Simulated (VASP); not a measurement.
Here is a VASP 6.6.1 calculation.

POSCAR

```
CdTe
1.0
    0.0000000000      3.3063532728      3.3063532728
    3.3063532728      0.0000000000      3.3063532728
    3.3063532728      3.3063532728      0.0000000000
Cd Te
1 1
Direct
    0.0000000000      0.0000000000      0.0000000000
    0.2500000000      0.2500000000      0.2500000000
```

INCAR.step1

```
SYSTEM = CdTe
  PREC = Accurate
  ENCUT = 520
  ISMEAR = 0
  SIGMA = 0.05
  LREAL = .False.
  LASPH = .True.
  NELM = 80
  NBANDS = 16
  GGA = PE
  ALGO = Normal
  EDIFF = 1E-4
  LWAVE = .True.
  LCHARG = .False.
```

Contents of INCAR.step2:

```
SYSTEM = CdTe
  PREC = Accurate
  ENCUT = 520
  EDIFF = 1E-6
  ISMEAR = 0
  SIGMA = 0.05
  LREAL = .False.
  LASPH = .True.
  NELM = 80
  ALGO = Normal
  ISIF = 2
  LWAVE = .False.
  LCHARG = .False.
  METAGGA = R2SCAN
  LMIXTAU = .True.
  IVDW = 12
  VDW_S6 = 1.0
  VDW_S8 = 0.78981345
  VDW_A1 = 0.49484001
  VDW_A2 = 5.73083694
  NBANDS = 16
  ISTART = 1
```

The input KPOINTS:

```
Automatic mesh
0
Gamma
  6 6 6
  0 0 0
```

Potentials or basis: VASP PAW PBE potentials, release 64 (Cd, Te).

Command:

```sh
$ cat potpaw_PBE.64/Cd/POTCAR potpaw_PBE.64/Te/POTCAR > POTCAR
$ cp INCAR.step1 INCAR
$ mpirun -np 1 vasp_std > vasp.out
$ cp INCAR.step2 INCAR
$ mpirun -np 1 vasp_std > vasp.out
```

Task: Predict the band gap on the k mesh.

Result: 1.08 eV, direct.

Task: Estimate the dispersion energy per atom.

Result: -0.157 eV.

Caveat: three body term missing; spin-orbit coupling is left out, which moves the levels of the heavy elements.
